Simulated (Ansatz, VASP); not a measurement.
## HfSiO4 in VASP and in Ansatz

```xyz
6
Lattice="0.0000 3.4560 3.4560 3.4560 0.0000 3.4560 3.4560 3.4560 0.0000" Properties=species:S:1:pos:R:3 pbc="T T T"
Hf    3.4560    3.4560    3.4560
Si    0.0000    0.0000    0.0000
O     2.5416    0.9143    2.5416
O     2.5416    2.5416    0.9143
O     0.9143    2.5416    2.5416
O     0.9143    0.9143    0.9143
```

Change from the starting cell: species swapped into the TlClO4 type (F-43m, No. 216).

Alike in both runs: functional PBE; k mesh 4 × 4 × 4; occupations gaussian, width 0.1 eV; no spin polarisation.

Ansatz relaxed the structure, and its values are those at the end. VASP's run is a single point on that final structure, the one shown.

```csv
,VASP,Ansatz
version,VASP 6.6.1,Ansatz 0.2.0
potentials or method,"VASP PAW PBE potentials, release 64 (Hf_pv, Si, O), cutoff 520 eV","scalar-relativistic, plane waves, PAW"
valence electrons in the cell,38,54
```

```csv
,VASP,Ansatz,Ansatz less VASP
gap on the k mesh at the Fermi level (eV),0.13,0.14,+0.007
least direct gap on the mesh (eV),0.15,0.16,+0.007
pressure (GPa),0.1,0.1,-0.07
rms of the force components (eV/Å),0.050,0.004,-0.0460
```

The functional is the same, so the differences come from potentials, cutoffs and numerics. VASP's potentials hold 38 valence electrons a cell and Ansatz's 54, so a difference there can come from the potentials and not from the codes.

Neither program's run includes spin-orbit coupling.
